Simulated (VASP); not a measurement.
CuO: relaxation of cell and atoms with PBEsol

CuO:

```
Cu O
1.0
     1.99097   -2.15355    0.00000
     1.99097    2.15355    0.00000
     0.00000    0.00000    5.15593
Cu O
2 2
Direct
  0.50000 0.00000 0.00000
  0.00000 0.50000 0.50000
  0.50000 0.50000 0.25000
  0.50000 0.50000 0.75000
```

```yaml
Program: VASP 6.6.1
Task: relaxation of cell and atoms
Functional: PBEsol
Potentials_or_basis: VASP PAW PBE potentials, release 64 (Cu, O)
Cutoff: 600 eV
k_mesh: 9 × 9 × 5
Occupations: fermi-dirac, width 0.05 eV
Spin: no spin polarisation
Target_pressure: 5 GPa
Dipole_correction: no
Further_INCAR_settings: ALGO = Normal; EDIFF = 1e-07; IBRION = 2; EDIFFG = -0.02; NSW = 80; ISIF = 3
```

| Item | Value |
| --- | --- |
| Relaxed volume | 10.36 Å³/atom |
| Relaxed cell | a = 2.854 Å, b = 2.854 Å, c = 5.100 Å, α = 90.00°, β = 90.00°, γ = 94.03° |
| Space group after relaxing (to 0.1 Å) | Cccm (No. 66) |
| Energy change on relaxing (the run minimises the enthalpy) | -1.9 meV/atom |
| Ionic steps | 9 |
| Pressure after relaxing | 4.9 GPa |
| Band gap on the k mesh | zero (bands 17 and 18 overlap by 0.92 eV) |

Stress tensor (GPa, compression positive):
```
5.16 0.00 0.00
0.00 4.79 0.00
0.00 0.00 4.88
```

Step by step:
```csv
step,energy change (eV),largest force (eV/Å),pressure (GPa),volume (Å³)
1,0.0000,0.0000,-5.47,44.21
2,0.1089,0.0000,15.19,39.75
3,-0.0100,0.0000,4.82,41.66
4,-0.0084,0.0000,5.06,41.61
5,-0.0086,0.0000,5.09,41.52
6,-0.0049,0.0000,5.26,41.34
7,-0.0057,0.0000,5.25,41.37
8,-0.0094,0.0000,4.68,41.48
9,-0.0077,0.0000,4.94,41.43
```

Final structure:
```cif
data_structure
_symmetry_space_group_name_H-M 'P 1'
_symmetry_Int_Tables_number 1
_cell_length_a 2.8537
_cell_length_b 2.8537
_cell_length_c 5.1002
_cell_angle_alpha 90.000
_cell_angle_beta 90.000
_cell_angle_gamma 94.034
_cell_volume 41.43
loop_
_atom_site_label
_atom_site_type_symbol
_atom_site_fract_x
_atom_site_fract_y
_atom_site_fract_z
_atom_site_occupancy
Cu1 Cu 0.50000 0.00000 0.00000 1
Cu2 Cu 0.00000 0.50000 0.50000 1
O1 O 0.50000 0.50000 0.25000 1
O2 O 0.50000 0.50000 0.75000 1
```

Levels at points of the mesh, in eV from the Fermi level:
```
           k point  band 15  band 16  band 17  band 18  band 19  band 20
(0.00, 0.00, 0.00)    -2.46    -2.08     0.63     0.81     1.57     6.12
```

It took 10 min on 1 thread of Intel Xeon 8259CL, with other jobs on the host, peak memory 0.22 GiB.

Caveat: the cell is relaxed towards a set pressure, so the run minimises the enthalpy, not the energy; the PAW data sets were made with another functional, which shifts forces and pressure a little; semilocal functionals often make such compounds metallic where correlation or magnetic order opens a gap, which also shifts bond lengths. With open d or f shells a metallic result of PBEsol can be an artefact of self-interaction; +U or a hybrid may open a gap.
